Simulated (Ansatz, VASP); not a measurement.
## Two plane-wave programs on HfO2

The input INCAR:

```
SYSTEM = HfO2
PREC     = Accurate       ! precision mode
ENCUT    = 520            ! plane-wave cutoff, eV
EDIFF    = 1E-6           ! SCF threshold, eV
ISMEAR   = 0              ! smearing method
SIGMA    = 0.05           ! smearing width, eV
LREAL    = .False.        ! projectors in reciprocal space
LASPH    = .True.         ! aspherical terms in the spheres
NELM     = 100            ! most SCF steps
ALGO     = Normal         ! electronic algorithm
ISIF     = 2              ! what is computed and relaxed
LWAVE    = .False.        ! write WAVECAR
LCHARG   = .False.        ! write CHGCAR
GGA      = PS             ! functional
NBANDS   = 31             ! bands
```

KPOINTS

```
regular mesh
0
Gamma
  6 6 6
  0 0 0
```

File POSCAR:

```
HfO2
1.0
    0.0000000000     -2.5220673945     -2.5220673945
    0.0000000000      2.5220673945     -2.5220673945
    5.0441347890      0.0000000000      0.0000000000
Hf O
2 4
Direct
    0.0000000000      0.0000000000      0.0000000000
    0.5000000000      0.5000000000      0.5000000000
    0.0000000000      0.5000000000      0.7179627911
    0.5000000000      0.0000000000      0.2820372089
    0.0000000000      0.5000000000      0.2179627911
    0.5000000000      0.0000000000      0.7820372089
```

Input for Ansatz:

```yaml
crystal:
  lattice:
    - [0.0, -2.5220673945, -2.5220673945]
    - [0.0, 2.5220673945, -2.5220673945]
    - [5.044134789, 0.0, 0.0]
  atoms:
    - { symbol: Hf, position: [0.0, 0.0, 0.0] }
    - { symbol: Hf, position: [0.5, 0.5, 0.5] }
    - { symbol: O, position: [0.0, 0.5, 0.7179627911] }
    - { symbol: O, position: [0.5, 0.0, 0.2820372089] }
    - { symbol: O, position: [0.0, 0.5, 0.2179627911] }
    - { symbol: O, position: [0.5, 0.0, 0.7820372089] }
basis:
  ecutwfc: 520.0
kpoints:
  mp_grid: { grid: [6, 6, 6] }
hamiltonian:
  xc: pbesol
  pseudopotentials: { kind: paw, azcp: { folder: soft_1 } }
scf:
  occupations: { method: gaussian, width: 0.05 }
output:
  forces: true
  stress: true
  eigenvalues: true
```

Change from the starting cell: mode 1 frozen in at -0.162 Å and mode 5 at +0.000 Å (largest displacements).

Alike in both runs: task single point; functional PBEsol; k mesh 6 × 6 × 6; occupations gaussian, width 0.05 eV; no spin polarisation.

|  | VASP | Ansatz |
| --- | --- | --- |
| version | VASP 6.6.1 | Ansatz 0.2.0 |
| potentials or method | VASP PAW PBE potentials, release 64 (Hf_pv, O), cutoff 520 eV | scalar-relativistic, plane waves, PAW |
| valence electrons in the cell | 44 | 76 |

VASP gave:

| Quantity | Value |
| --- | --- |
| gap on the k mesh at the Fermi level (eV) | 4.29 |
| least direct gap on the mesh (eV) | 4.37 |
| pressure (GPa) | -1.2 |
| traceless stress, the component that is largest in VASP (GPa) | 3.05 |
| rms of the force components (eV/Å) | 0.084 |

Q: Which values does Ansatz return?

A: gap on the k mesh at the Fermi level (eV): 4.26; least direct gap on the mesh (eV): 4.36; pressure (GPa): 2.4; traceless stress, the component that is largest in VASP (GPa): 2.98; rms of the force components (eV/Å): 0.075.

VASP's potentials were made for PBE, not for PBEsol, and Ansatz warns of the same on its side. Atom by atom the forces differ by 0.009 eV/Å (rms over components). The functional is the same, so the differences come from potentials, cutoffs and numerics. VASP's potentials hold 44 valence electrons a cell and Ansatz's 76, so a difference there can come from the potentials and not from the codes.

Neither program's run includes spin-orbit coupling.
